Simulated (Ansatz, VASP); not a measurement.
**One calculation of GaN, two programs**

```
Ga N
1.0
     3.21193    0.00000    0.00000
    -1.60597    2.78161    0.00000
     0.00000    0.00000   23.80000
Ga N
1 1
Cartesian
  0.0000 1.8544 7.0000
  1.6060 0.9272 7.0000
```

Alike in both runs: functional PBE; k mesh 12 × 12 × 1; occupations gaussian, width 0.03 eV; no spin polarisation.

Ansatz relaxed the structure, and its values are those at the end. VASP's run is a single point on that final structure, the one shown.

```csv
,VASP,Ansatz
version,VASP 6.6.1,Ansatz 0.2.0
potentials or method,"VASP PAW PBE potentials, release 64 (Ga_d, N), cutoff 520 eV","scalar-relativistic, plane waves, PAW"
valence electrons in the cell,18,18
```

VASP gave:

| Item | Value |
| --- | --- |
| gap on the k mesh at the Fermi level (eV) | 2.16 |
| least direct gap on the mesh (eV) | 2.47 |

Question: Which values does Ansatz return?

Answer: gap on the k mesh at the Fermi level (eV): 2.16; least direct gap on the mesh (eV): 2.45.

The functional is the same, so the differences come from potentials, cutoffs and numerics. Ansatz's warnings: slab cell height set, structure snapped to symmetry, xc potential rough in thin density.
